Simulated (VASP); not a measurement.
Al2O3: single point with PBEsol

Crystal: Al2O3.

```xyz
5
Lattice="3.1382 0.0000 0.0000 -1.5691 2.7177 0.0000 0.0000 0.0000 7.2717" Properties=species:S:1:pos:R:3 pbc="T T T"
Al    0.0000    0.0000    2.0212
Al    0.0000    0.0000    5.2505
O     0.0000    1.8118    1.4504
O     1.5691    0.9059    5.8213
O     0.0000    0.0000    3.6358
```

This cell differs from its parent crystal: strain +0.040 along x and y, -0.040 along z.

| Item | Value |
| --- | --- |
| Program | VASP 6.6.1 |
| Task | single point |
| Functional | PBEsol |
| Potentials or basis | VASP PAW PBE potentials, release 64 (Al, O) |
| Cutoff | 520 eV |
| k mesh | 12 × 12 × 4 |
| Occupations | gaussian, width 0.05 eV |
| Spin | no spin polarisation |

```
Pressure               : -5.3 GPa
Largest force          : 2.698 eV/Å
Band gap on the k mesh : 2.69 eV, direct
```

Forces on the atoms (eV/Å):
```
Al   0.000  0.000 -2.698
Al   0.000  0.000  2.698
O    0.000  0.000  0.399
O    0.000  0.000 -0.399
O    0.000  0.000  0.000
```

Stress tensor (GPa, compression positive):
```
-17.34   0.00   0.00
  0.00 -17.34   0.00
  0.00   0.00  18.78
```

Levels at points of the mesh, in eV from the valence-band top:
| k point | band 8 | band 9 | band 10 | band 11 | band 12 | band 13 | band 14 | band 15 | band 16 | band 17 |
| --- | --- | --- | --- | --- | --- | --- | --- | --- | --- | --- |
| (0.00, 0.00, 0.00) | -2.54 | -2.54 | -1.16 | 0.00 | 0.00 | 2.69 | 4.68 | 7.92 | 11.44 | 11.53 |
| (0.50, 0.00, 0.00) | -3.05 | -2.88 | -1.75 | -0.79 | -0.34 | 5.26 | 6.87 | 8.36 | 9.63 | 10.18 |
| (0.00, 0.00, 0.50) | -2.52 | -2.17 | -2.13 | 0.00 | 0.00 | 3.56 | 3.87 | 8.57 | 9.57 | 11.86 |
| (0.50, 0.00, 0.50) | -3.15 | -2.73 | -2.01 | -0.67 | -0.33 | 5.83 | 6.08 | 8.66 | 8.90 | 10.79 |

It took 27 s on 1 thread of Intel(R) Xeon(R) 6975P-C (Granite Rapids), on a shared host, peak memory 0.21 GiB.

Caveat: the cell differs from its parent crystal (strain +0.040 along x and y, -0.040 along z); the PAW data sets were made with another functional, which shifts forces and pressure a little. A k mesh can miss the band edges.
